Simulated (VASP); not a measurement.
Here is a VASP 6.6.1 calculation.

The input INCAR:

```
ALGO = Normal
EDIFF = 1E-6
ENCUT = 600
GGA = PE
GGA_COMPAT = False
ISIF = 2
ISMEAR = 0
LASPH = True
LCHARG = False
LREAL = False
LWAVE = False
NBANDS = 14
NELM = 120
PREC = Accurate
SIGMA = 0.1
```

Contents of KPOINTS:

```
k-points
0
Gamma
  6 6 6
```

Contents of POSCAR:

```
AlNi
1.0
    2.8936602292      0.0000000000      0.0000000000
    0.0000000000      2.8936602292      0.0000000000
    0.0000000000      0.0000000000      2.8936602292
Al Ni
1 1
Direct
    0.5000000000      0.5000000000      0.5000000000
    0.0000000000      0.0000000000      0.0000000000
```

Potentials or basis: VASP PAW PBE potentials, release 64 (Al, Ni).

Launch:

```console
$ cat potpaw_PBE.64/Al/POTCAR potpaw_PBE.64/Ni/POTCAR > POTCAR
$ mpirun -np 1 vasp_std > vasp.out
```

(1) Estimate the pressure.

Answers

(1) 0.1 GPa.

Caveat: the k points lie up to 0.36 Å⁻¹ apart.
